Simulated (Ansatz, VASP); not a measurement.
## AlSnH4: VASP beside Ansatz

```xyz
6
Lattice="3.4069 0.0000 0.0000 0.0000 3.4069 0.0000 0.0000 0.0000 5.7593" Properties=species:S:1:pos:R:3 pbc="T T T"
Al    0.0000    0.0000    0.0000
Sn    1.7034    1.7034    2.8796
H     0.0000    0.0000    3.9924
H     1.7034    0.0000    0.0000
H     0.0000    1.7034    0.0000
H     0.0000    0.0000    1.7668
```

Alike in both runs: functional PBE; k mesh 6 × 6 × 4; occupations gaussian, width 0.1 eV; no spin polarisation.

Ansatz relaxed the structure, and its values are those at the end. VASP's run is a single point on that final structure, the one shown.

|  | VASP | Ansatz |
| --- | --- | --- |
| version | VASP 6.6.1 | Ansatz 0.2.0 |
| potentials or method | VASP PAW PBE potentials, release 64 (Al, Sn_d, H), cutoff 520 eV | scalar-relativistic, plane waves, PAW |
| valence electrons in the cell | 21 | 21 |

VASP gave:

```
gap on the k mesh at the Fermi level (eV) : none
pressure (GPa)                            : -0.2
```

Estimate Ansatz's values.

gap on the k mesh at the Fermi level (eV): none; pressure (GPa): 0.0.

A gap of «none» marks a metal or a gap that the smearing closes.
